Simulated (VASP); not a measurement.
Here is a VASP 6.6.1 calculation.

Contents of POSCAR:

```
Si
1.0
   -0.3815112600      1.9002978700      1.9720425700
    1.6960999500      0.0269397800      1.5635915300
    1.9685575700      1.7643044500     -0.2455178400
Si
1
Direct
    0.0000000000      0.0000000000      0.0000000000
```

File INCAR.step1:

```
PREC     = Accurate       # precision mode
ENCUT    = 400            # plane-wave cutoff, eV
EDIFF    = 1E-5           # SCF threshold, eV
ISMEAR   = -1             # smearing method
SIGMA    = 0.05           # smearing width, eV
LREAL    = F              # projectors in reciprocal space
LASPH    = T              # aspherical terms in the spheres
NELM     = 120            # most SCF steps
ALGO     = Normal         # electronic algorithm
ISIF     = 2              # what is computed and relaxed
LWAVE    = T              # write WAVECAR
LCHARG   = F              # write CHGCAR
GGA      = PE             # functional
NBANDS   = 8              # bands
GGA_COMPAT= F
```

Contents of INCAR.step2:

```
PREC     = Accurate       # precision mode
ENCUT    = 400            # plane-wave cutoff, eV
EDIFF    = 1E-6           # SCF threshold, eV
ISMEAR   = -1             # smearing method
SIGMA    = 0.05           # smearing width, eV
LREAL    = F              # projectors in reciprocal space
LASPH    = T              # aspherical terms in the spheres
NELM     = 120            # most SCF steps
ALGO     = Normal         # electronic algorithm
ISIF     = 2              # what is computed and relaxed
LWAVE    = F              # write WAVECAR
LCHARG   = F              # write CHGCAR
GGA      = PE             # functional
LHFCALC  = T              # exact exchange
AEXX     = 0.25           # exact-exchange fraction
HFSCREEN = 0.3            # screening, 1/A
PRECFOCK = Normal       
ISTART   = 1            
NBANDS   = 8              # bands
GGA_COMPAT= F
```

The input KPOINTS:

```
Automatic mesh
0
Gamma
  5 7 6
```

Potentials or basis: VASP PAW PBE potentials, release 64 (Si).

Command:

```console
$ cat potpaw_PBE.64/Si/POTCAR > POTCAR
$ cp INCAR.step1 INCAR
$ mpirun -np 1 vasp_std > vasp.out
$ cp INCAR.step2 INCAR
$ mpirun -np 1 vasp_std > vasp.out
```

Problem. Estimate the pressure.

Solution. 12.0 GPa.

Problem. Estimate the band gap on the k mesh.

Solution. Zero (bands 2 and 3 overlap by 8.80 eV).

Stress tensor (GPa, compression positive):
```
17.23  0.16 11.37
 0.16  2.57 -6.32
11.37 -6.32 16.18
```

Caveat: the k points lie up to 0.50 Å⁻¹ apart, too coarse for converged energies and pressures of a metal; the PAW data sets were made with another functional, which shifts forces and pressure a little.
